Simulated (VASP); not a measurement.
# Lu in VASP: further runs

Aim: see how the results for Lu move with the level of theory and the settings. Levels: BLYP+D4, PBEsol, PBE. Tasks: single point.

Program: VASP 6.6.1. These are calculated values, not measurements. Logs are shortened: lines on timing, memory, paths and dates and some standing lists are left out, and cuts for length are marked.

## (1) The cell of the first run

The structure is cubic, space group Im-3m (No. 229). Conventional cell: a = 3.934 Å, b = 3.934 Å, c = 3.934 Å, α = 90.00°, β = 90.00°, γ = 90.00°. Lu (site symmetry m-3m) has 14 Lu at 3.41 to 3.93 Å within 4.5 Å.

## (2) Single point, BLYP+D4, collinear spin, ferromagnetic start (volume scaled by 1.02)

INCAR

```
SYSTEM = Lu
PREC     = Accurate       ! precision mode
ENCUT    = 520            ! plane-wave cutoff, eV
EDIFF    = 1E-7           ! SCF threshold, eV
ISMEAR   = 1              ! smearing method
SIGMA    = 0.025          ! smearing width, eV
LREAL    = .FALSE.        ! projectors in reciprocal space
LASPH    = .TRUE.         ! aspherical terms in the spheres
NELM     = 150            ! most SCF steps
ALGO     = Fast           ! electronic algorithm
ISIF     = 2              ! what is computed and relaxed
LWAVE    = .FALSE.        ! write WAVECAR
LCHARG   = .TRUE.         ! write CHGCAR
ISPIN    = 2              ! spin polarisation
MAGMOM   = 1              ! initial moments
LORBIT   = 11             ! projections on sites
NUPDOWN  = 1.0            ! fixed moment
GGA      = B5             ! functional
ALDAX    = 1.0          
AGGAX    = 1.0          
AGGAC    = 1.0          
ALDAC    = 0.0          
IVDW     = 13             ! dispersion correction
LELF     = .TRUE.         ! ELF
LVHAR    = .TRUE.       
VDW_S6   = 1.0          
VDW_S8   = 2.34076671   
VDW_A1   = 0.44488865   
VDW_A2   = 4.0933009    
NBANDS   = 22             ! bands
```

KPOINTS

```
regular mesh
0
G
  10 10 10
  0 0 0
```

POSCAR

```
Lu
1.0
   -1.9670485926      1.9670485926      1.9670485926
    1.9670485926     -1.9670485926      1.9670485926
    1.9670485926      1.9670485926     -1.9670485926
Lu
1
Direct
    0.0000000000      0.0000000000      0.0000000000
```

Potentials or basis: VASP PAW PBE potentials, release 64 (Lu).

On the command line:

```console
$ cat potpaw_PBE.64/Lu/POTCAR > POTCAR
$ mpirun -np 1 vasp_std > vasp.out
```

OUTCAR:

```text
SYSTEM = Lu
   PREC = Accurate
   ENCUT = 520
   EDIFF = 1E-7
   ISMEAR = 1
   LREAL = .FALSE.
   LASPH = .TRUE.
   NELM = 150
   ISIF = 2
   ISPIN = 2
   LORBIT = 11
   NUPDOWN = 1.0
   GGA = B5
   IVDW = 13

 ion  position               nearest neighbor table
   1  0.000  0.000  0.000-

  LATTYP: Found a body centered cubic cell.
 ALAT       =     3.9340971852

  Lattice vectors:

 A1 = (  -1.9670485926,   1.9670485926,   1.9670485926)
 A2 = (   1.9670485926,  -1.9670485926,   1.9670485926)
 A3 = (   1.9670485926,   1.9670485926,  -1.9670485926)

Analysis of symmetry for initial positions (statically):
=====================================================================
 Subroutine PRICEL returns:
 Original cell was already a primitive cell.

 Routine SETGRP: Setting up the symmetry group for a
 body centered cubic supercell.

 Subroutine GETGRP returns: Found 48 space group operations
 (whereof 48 operations were pure point group operations)
 out of a pool of 48 trial point group operations.

The static configuration has the point symmetry O_h .

Analysis of symmetry for dynamics (positions and initial velocities):
=====================================================================
 Subroutine PRICEL returns:
 Original cell was already a primitive cell.

 Routine SETGRP: Setting up the symmetry group for a
 body centered cubic supercell.

 Subroutine GETGRP returns: Found 48 space group operations
 (whereof 48 operations were pure point group operations)
 out of a pool of 48 trial point group operations.

The dynamic configuration has the point symmetry O_h .

Analysis of structural, dynamic, and magnetic symmetry:
=====================================================================
 Subroutine PRICEL returns:
 Original cell was already a primitive cell.

 Routine SETGRP: Setting up the symmetry group for a
 body centered cubic supercell.

 Subroutine GETGRP returns: Found 48 space group operations
 (whereof 48 operations were pure point group operations)
 out of a pool of 48 trial point group operations.

The overall configuration has the point symmetry O_h .

 Subroutine INISYM returns: Found 48 space group operations
 (whereof 48 operations are pure point group operations),
 and found     1 'primitive' translations

----------------------------------------------------------------------------------------

                                     Primitive cell

  volume of cell :      30.4442

  direct lattice vectors                    reciprocal lattice vectors
    -1.967048593  1.967048593  1.967048593     0.000000000  0.254187925  0.254187925
     1.967048593 -1.967048593  1.967048593     0.254187925  0.000000000  0.254187925
[... 103 lines left out ...]
     AMIX_MAG =   1.60;   BMIX_MAG =  1.00
  volume/ion in A,a.u.               =      30.44       205.45
  Fermi-wavevector in a.u.,A,eV,Ry     =   1.533039  2.897023 31.976511  2.350207
  Thomas-Fermi vector in A             =   2.640161
   LORBIT       =     11    0 simple, 1 ext, 2 COOP (PROOUT), +10 PAW based schemes
   GGA     = B5    functional components
   LHFCALC =     F    Hartree Fock is set to
   AEXX    =    0.0000 exact exchange contribution
   IVDW    =    13    specifies the selected vdW correction
   LEPSILON=     F    determine dielectric tensor
   LRPA    =     F    only Hartree local field effects (RPA)
 spin polarized calculation
 RMM-DIIS sequential band-by-band and
 Methfessel and Paxton  Order N= 1 SIGMA  =   0.03
  energy-cutoff  :      520.00
  volume of cell :       30.44
 maximum number of plane-waves:       856
 NGX is ok and might be reduce to    28
   NGX = 13   NGY = 13   NGZ = 13

 number of electron      25.0000007 magnetization       1.0000000

 Free energy of the ion-electron system (eV)
  ---------------------------------------------------
  ext. energy  EPLUGINS =         0.00000000
  ---------------------------------------------------
  free energy    TOTEN  =        -3.25253783 eV

  energy without entropy =       -3.25239634  energy(sigma->0) =       -3.25249066

 E-fermi :   2.0143     XC(G=0):  -9.9808

 val. band max:        2.8076293917   @ k =   0.2000   0.1000   0.1000
 cond. band min:       2.0160474547   @ k =  -0.4000  -0.4000   0.1000
 fundamental gap:     -0.7915819371
 Fermi energy:         2.8081511315

 spin component 1

 k-point     1 :       0.0000    0.0000    0.0000
  band No.  band energies     occupation
      1     -53.6805      1.00000
      2     -24.3609      1.00000
      3     -24.3609      1.00000
      4     -24.3609      1.00000
      5      -3.5773      1.00000
      6      -2.6407      1.00000
[... 589 lines left out ...]
     21      17.9147      0.00000
     22      18.6051      0.00000

 [... further k-points ...]

 spin component 2

 k-point     1 :       0.0000    0.0000    0.0000
  band No.  band energies     occupation
      1     -53.5290      1.00000
      2     -24.1670      1.00000
      3     -24.1670      1.00000
      4     -24.1670      1.00000
      5      -2.8991      1.00000
      6      -2.5823      1.00000
[... 589 lines left out ...]
     21      18.5953      0.00000
     22      19.3187      0.00000

 [... further k-points ...]

------------------------ aborting loop because EDIFF is reached ----------------------------------------

  DFT-D4 for vdW energy calculation

  Edisp (eV):   -0.31348

  FORCE on cell =-STRESS in cart. coord.  units (eV):
  Direction    XX          YY          ZZ          XY          YZ          ZX
  --------------------------------------------------------------------------------------
  -------------------------------------------------------------------------------------
  Total      -0.11327    -0.11327    -0.11327    -0.00000    -0.00000     0.00000
  in kB      -5.96090    -5.96090    -5.96090    -0.00000    -0.00000     0.00000
  external pressure =       -5.96 kB  Pullay stress =        0.00 kB

 VOLUME and BASIS-vectors are now :
 -----------------------------------------------------------------------------
  energy-cutoff  :      520.00
  volume of cell :       30.44
      direct lattice vectors                 reciprocal lattice vectors
    -1.967048593  1.967048593  1.967048593     0.000000000  0.254187925  0.254187925
     1.967048593 -1.967048593  1.967048593     0.254187925  0.000000000  0.254187925
     1.967048593  1.967048593 -1.967048593     0.254187925  0.254187925  0.000000000

 POSITION                                       TOTAL-FORCE (eV/Angst)
 -----------------------------------------------------------------------------------
      0.00000      0.00000      0.00000        -0.000000     -0.000000      0.000000
 -----------------------------------------------------------------------------------
    total drift:                                0.000000      0.000000      0.000000

  FREE ENERGIE OF THE ION-ELECTRON SYSTEM (eV)
  ---------------------------------------------------
  free  energy   TOTEN  =        -3.5660168940 eV

  energy  without entropy=       -3.5658754002  energy(sigma->0) =       -3.56596973

 total charge

# of ion       s       p       d       f       tot
--------------------------------------------------
    1        2.352   6.046   0.778  13.959  23.136

 magnetization (x)

# of ion       s       p       d       f       tot
--------------------------------------------------
    1       -0.002   0.066   0.381   0.006   0.450
```

OSZICAR:

```text
N       E                     dE             d eps       ncg     rms          rms(c)
DAV:   1     0.101831015268E+03    0.10183E+03   -0.98124E+03  5614   0.385E+03
DAV:   2     0.431621293081E+01   -0.97515E+02   -0.93638E+02  4788   0.421E+02
[... 14 lines left out ...]
RMM:  17    -0.325253673422E+01   -0.80713E-06   -0.11930E-05  5474   0.938E-03    0.645E-04
RMM:  18    -0.325253726984E+01   -0.53562E-06   -0.63355E-06  4550   0.617E-03    0.722E-04
RMM:  19    -0.325253758786E+01   -0.31802E-06   -0.33822E-06  4224   0.399E-03    0.936E-04
RMM:  20    -0.325253781444E+01   -0.22658E-06   -0.18475E-06  3742   0.270E-03    0.210E-03
RMM:  21    -0.325253788373E+01   -0.69294E-07   -0.10271E-06  3587   0.221E-03    0.191E-03
RMM:  22    -0.325253782949E+01    0.54248E-07   -0.53902E-07  3865   0.235E-03
   1 F= -.35660169E+01 E0= -.35659697E+01  d E =-.141494E-03  mag=     1.0000
```

Run time: 86 s. Hardware: 1 thread of AMD EPYC 9R45 (Zen 5), shared host; peak memory 0.19 GiB.

What came out:

| Item | Value |
| --- | --- |
| Free energy | -3.5660 eV |
| Pressure | -0.6 GPa |
| Net moment | 1.00 μB per cell |
| Site moments | Lu +0.45 μB |
| Valence electrons inside the program's atomic spheres | Lu 23.14 |
| Dispersion energy per atom | -0.313 eV |

Caveat: the PAW data sets were made with another functional, which shifts forces and pressure a little; spin-orbit coupling is left out, which moves the levels of the heavy elements; the total moment is fixed, so each spin has its own Fermi level.

[end of part 1 of 2]
